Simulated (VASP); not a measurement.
A run of VASP 6.6.1 is set up as follows.

Contents of POSCAR:

```
Hg
1.0
   -1.9287681815      1.9287681815      1.9287681815
    1.9287681815     -1.9287681815      1.9287681815
    1.9287681815      1.9287681815     -1.9287681815
Hg
1
Direct
    0.0000000000      0.0000000000      0.0000000000
```

Contents of INCAR.step1:

```
  PREC = Accurate
  ENCUT = 520
  ISMEAR = 0
  SIGMA = 0.05
  LREAL = F
  LASPH = T
  NELM = 80
  NBANDS = 12
  GGA = PE
  ALGO = Normal
  EDIFF = 1E-4
  LWAVE = T
  LCHARG = F
```

The input INCAR.step2:

```
  PREC = Accurate
  ENCUT = 520
  EDIFF = 1E-7
  ISMEAR = 0
  SIGMA = 0.05
  LREAL = F
  LASPH = T
  NELM = 80
  ALGO = Normal
  ISIF = 2
  LWAVE = F
  LCHARG = T
  METAGGA = R2SCAN
  LMIXTAU = T
  LELF = T
  LVHAR = T
  NBANDS = 12
  ISTART = 1
```

The input KPOINTS:

```
regular mesh
0
Gamma
  16 16 16
```

Potentials or basis: VASP PAW PBE potentials, release 64 (Hg).

Run with:

```bash
$ cat potpaw_PBE.64/Hg/POTCAR > POTCAR
$ cp INCAR.step1 INCAR
$ mpirun -np 1 vasp_std > vasp.out
$ cp INCAR.step2 INCAR
$ mpirun -np 1 vasp_std > vasp.out
```

Question: What does it give for the pressure?

Answer: -0.7 GPa.

Question: Predict the band gap on the k mesh.

Answer: Zero (bands 6 and 7 overlap by 2.33 eV).

Caveat: the PAW data sets were made with another functional, which shifts forces and pressure a little; spin-orbit coupling is left out, which moves the levels of the heavy elements.
